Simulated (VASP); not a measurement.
Write the native input for VASP 6.6.1 that does the following.

```yaml
Task: single point
Functional: PBEsol
Potentials_or_basis: VASP PAW PBE potentials, release 64 (Ti_sv)
Cutoff: 500 eV
k_mesh: 12 × 12 × 18
Occupations: gaussian, width 0.15 eV
Spin: no spin polarisation
Dipole_correction: no
Further_INCAR_settings: ALGO = Normal; EDIFF = 1e-06; NBANDS = 25
```

The structure of Ti lies in POSCAR:

```
Ti
1.0
    4.5152900513      0.1693233769      0.0000000000
   -2.1110066797      3.8256942014      0.0000000000
    0.0000000000      0.0000000000      2.7987936488
Ti
3
Direct
    0.0000000000      0.0000000000      0.0000000000
    0.3333333333      0.6666666667      0.5000000000
    0.6666666667      0.3333333333      0.5000000000
```

This cell differs from its parent crystal: strain +0.0750 x Voigt [0, 0, 0, 0, 0, 1].

One way to write it, as run:

INCAR

```
SYSTEM = Ti
PREC = Accurate
ENCUT = 500
EDIFF = 1E-6
ISMEAR = 0
SIGMA = 0.15
LREAL = .FALSE.
LASPH = .TRUE.
NELM = 120
ALGO = Normal
ISIF = 2
LWAVE = .FALSE.
LCHARG = .FALSE.
GGA = PS
NBANDS = 25
GGA_COMPAT = .FALSE.
```

KPOINTS

```
regular mesh
0
G
  12 12 18
  0 0 0
```

Potentials or basis: VASP PAW PBE potentials, release 64 (Ti_sv).

The run is started by

```console
$ cat potpaw_PBE.64/Ti_sv/POTCAR > POTCAR
$ mpirun -np 1 vasp_std > vasp.out
```

Results of the run:

The pressure is 0.0 GPa. The largest force is 0.073 eV/Å and the band gap on the k mesh is zero (bands 18 and 19 overlap by 0.46 eV).

Caveat: the cell differs from its parent crystal (strain +0.0750 x Voigt [0, 0, 0, 0, 0, 1]); the PAW data sets were made with another functional, which shifts forces and pressure a little.

Run time: 4.3 min on 1 thread of Intel(R) Xeon(R) 6975P-C (Granite Rapids), with other jobs on the host, peak memory 0.67 GiB.
